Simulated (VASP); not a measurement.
# MgO (P3m1) in VASP: further runs, part 2 of 2

VASP 6.6.1. The steps go on from the part before.

**4. Single point, PBEsol (atom 6 (O) moved by +0.000 Å along [1 0 0] and +0.260 Å along [0 0 1])**

INCAR

```
PREC     = Accurate       # precision mode
ENCUT    = 520            # plane-wave cutoff, eV
EDIFF    = 1E-6           # SCF threshold, eV
ISMEAR   = 0              # smearing method
SIGMA    = 0.05           # smearing width, eV
LREAL    = False          # projectors in reciprocal space
LASPH    = True           # aspherical terms in the spheres
NELM     = 100            # most SCF steps
ALGO     = Normal         # electronic algorithm
ISIF     = 2              # what is computed and relaxed
LWAVE    = False          # write WAVECAR
LCHARG   = True           # write CHGCAR
GGA      = PS             # functional
LELF     = True           # ELF
LVHAR    = True         
NBANDS   = 26             # bands
```

KPOINTS

```
Automatic mesh
0
Gamma
  9 9 4
```

POSCAR

```
MgO
1.0
    3.2553371795      0.0000000000      0.0000000000
   -1.6276685897      2.8192046953      0.0000000000
    0.0000000000      0.0000000000     10.4149514991
Mg O
4 4
Direct
    0.3333333333      0.6666666667      0.9695963559
    0.0000000000      0.0000000000      0.2209473890
    0.0000000000      0.0000000000      0.7209473890
    0.6666666667      0.3333333333      0.4695963559
    0.3333333333      0.6666666667      0.7799156657
    0.0000000000      0.0000000000      0.5545028799
    0.0000000000      0.0000000000      0.0295387694
    0.6666666667      0.3333333333      0.2799156657
```

Potentials or basis: VASP PAW PBE potentials, release 64 (Mg, O).

Started as:

```sh
cat potpaw_PBE.64/Mg/POTCAR potpaw_PBE.64/O/POTCAR > POTCAR
mpirun -np 1 vasp_std > vasp.out
```

OUTCAR:

```text
PREC = Accurate
   ENCUT = 520
   EDIFF = 1E-6
   ISMEAR = 0
   LREAL = False
   LASPH = True
   NELM = 100
   ISIF = 2
   GGA = PS

 ion  position               nearest neighbor table
   1  0.333  0.667  0.970-   5 1.98   7 1.98   7 1.98   7 1.98   3 3.20   3 3.20   3 3.20   2 3.22
                             2 3.22   2 3.22
   2  0.000  0.000  0.221-   8 1.98   8 1.98   8 1.98   7 1.99   4 3.20   4 3.20   4 3.20   1 3.22
                             1 3.22   1 3.22
[... 915 lines left out ...]
  -------------------------------------------------------------------------------------
  Total       -0.8843940     -0.8843940      4.9259443     -0.0000000      0.0000000      0.0000000
  in kB      -14.8243791    -14.8243791     82.5696117     -0.0000000      0.0000000      0.0000000
  external PRESSURE =      17.6402845 kB  Pullay stress =       0.0000000 kB

 VOLUME and BASIS-vectors are now :
 -----------------------------------------------------------------------------
  energy-cutoff  :      520.00
  volume of cell :       95.58
      direct lattice vectors                 reciprocal lattice vectors
     3.255337180  0.000000000  0.000000000     0.307187841  0.177354983  0.000000000
    -1.627668590  2.819204695  0.000000000     0.000000000  0.354709965  0.000000000
     0.000000000  0.000000000 10.414951499     0.000000000  0.000000000  0.096015810

 POSITION                                       TOTAL-FORCE (eV/Angst)
 -----------------------------------------------------------------------------------
     -0.00000      1.87947     10.09830         0.000000      0.000000     -0.541611
      0.00000      0.00000      2.30116        -0.000000      0.000000     -0.558591
      0.00000      0.00000      7.50863         0.000000      0.000000      3.580422
      1.62767      0.93973      4.89082         0.000000      0.000000      1.667968
     -0.00000      1.87947      8.12278        -0.000000     -0.000000      0.568341
      0.00000      0.00000      5.77512         0.000000      0.000000     -5.793937
      0.00000      0.00000      0.30764         0.000000      0.000000      0.551579
      1.62767      0.93973      2.91531         0.000000     -0.000000      0.525829
 -----------------------------------------------------------------------------------
    total drift:                               -0.000000     -0.000001     -0.001641

  FREE ENERGIE OF THE ION-ELECTRON SYSTEM (eV)
  ---------------------------------------------------
  free  energy   TOTEN  =       -48.2954626089 eV

  energy  without entropy=      -48.2954626089  energy(sigma->0) =      -48.29546261
```

stdout:

```text
POSCAR found type information on POSCAR MgO
 POSCAR found :  2 types and       8 ions
 scaLAPACK will be used
 -----------------------------------------------------------------------------
|                                                                             |
|                                                                             |
|     You enforced a specific xc type in the INCAR file but a different       |
|     I HOPE YOU KNOW WHAT YOU ARE DOING!                                     |
|                                                                             |
 -----------------------------------------------------------------------------

 LDA part: xc-table for (Slater+PW92), standard interpolation
 POSCAR, INCAR and KPOINTS ok, starting setup
 FFT: planning ... GRIDC
 FFT: planning ... GRID_SOFT
 FFT: planning ... GRID
 WAVECAR not read
 entering main loop
```

Wall time 2.5 min (1 thread of Intel Xeon 8259CL, shared host); peak memory 0.24 GiB.

Results:

* Free energy: -48.2955 eV
* Pressure: 1.8 GPa
* Largest force: 5.794 eV/Å
* Band gap on the k mesh: 2.64 eV

Forces on the atoms (eV/Å):
```
Mg   0.000  0.000 -0.542
Mg   0.000  0.000 -0.559
Mg   0.000  0.000  3.580
Mg   0.000  0.000  1.668
O    0.000  0.000  0.568
O    0.000  0.000 -5.794
O    0.000  0.000  0.552
O    0.000  0.000  0.526
```

Stress tensor (GPa, compression positive):
```
-1.48  0.00  0.00
 0.00 -1.48  0.00
 0.00  0.00  8.26
```

Caveat: the cell differs from its parent crystal (atom 6 (O) moved by +0.000 Å along [1 0 0] and +0.260 Å along [0 0 1]); the stress differs along the axes, from -1 to 8 GPa; the PAW data sets were made with another functional, which shifts forces and pressure a little. A k mesh can miss the band edges.

**5. Overview**

| cell | gap on the mesh (eV) | pressure (GPa) | largest force (eV/Å) |
| --- | --- | --- | --- |
| as given, atomic positions A | 2.65 | 0.7 | 2.57 |
| as given, atomic positions B | 1.43 | 2.4 | 3.70 |
| as given, atomic positions C | 2.64 | 1.8 | 5.79 |

Alike in all rows: task single point; level PBEsol; potentials or basis VASP PAW PBE potentials, release 64 (Mg, O); no spin polarisation; k mesh 9 × 9 × 4; cutoff (eV) 520; smearing gaussian 0.05 eV.

Caveats: the PAW data sets were made with another functional, which shifts forces and pressure a little; the stress differs along the axes, from -2 to 5 GPa (at least some runs); the stress differs along the axes, from -1 to 8 GPa (at least some runs).

Total energies depend on the potentials used, so only differences within one code and one set of settings carry meaning.
